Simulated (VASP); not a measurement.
Input of a VASP 6.6.1 run:

File INCAR:

```
SYSTEM = Re
ALGO     = Normal         ! electronic algorithm
EDIFF    = 1E-7           ! SCF threshold, eV
ENCUT    = 520            ! plane-wave cutoff, eV
GGA      = PE             ! functional
ISIF     = 2              ! what is computed and relaxed
ISMEAR   = 0              ! smearing method
LASPH    = .True.         ! aspherical terms in the spheres
LCHARG   = .False.        ! write CHGCAR
LREAL    = .False.        ! projectors in reciprocal space
LWAVE    = .False.        ! write WAVECAR
NBANDS   = 10             ! bands
NELM     = 100            ! most SCF steps
PREC     = Accurate       ! precision mode
SIGMA    = 0.15           ! smearing width, eV
```

The input KPOINTS:

```
k-points
0
Gamma
  10 10 10
  0 0 0
```

File POSCAR:

```
Re
1.0
    0.0000000000      2.1470985408      1.4973865224
    2.1470985408      0.0000000000      1.4973865224
    2.1470985408      2.1470985408      0.0000000000
Re
1
Direct
    0.0000000000      0.0000000000      0.0000000000
```

Potentials or basis: VASP PAW PBE potentials, release 64 (Re).

Run with:

```sh
$ cat potpaw_PBE.64/Re/POTCAR > POTCAR
$ mpirun -np 1 vasp_std > vasp.out
```

(1) Estimate the pressure.

(2) What does it give for the band gap on the k mesh?

Answers

(1) 38.4 GPa.

(2) zero (an odd number of electrons rules out a gap without spin polarisation).

Caveat: the cell stands under pressure; spin-orbit coupling is left out, which moves the levels of the heavy elements.
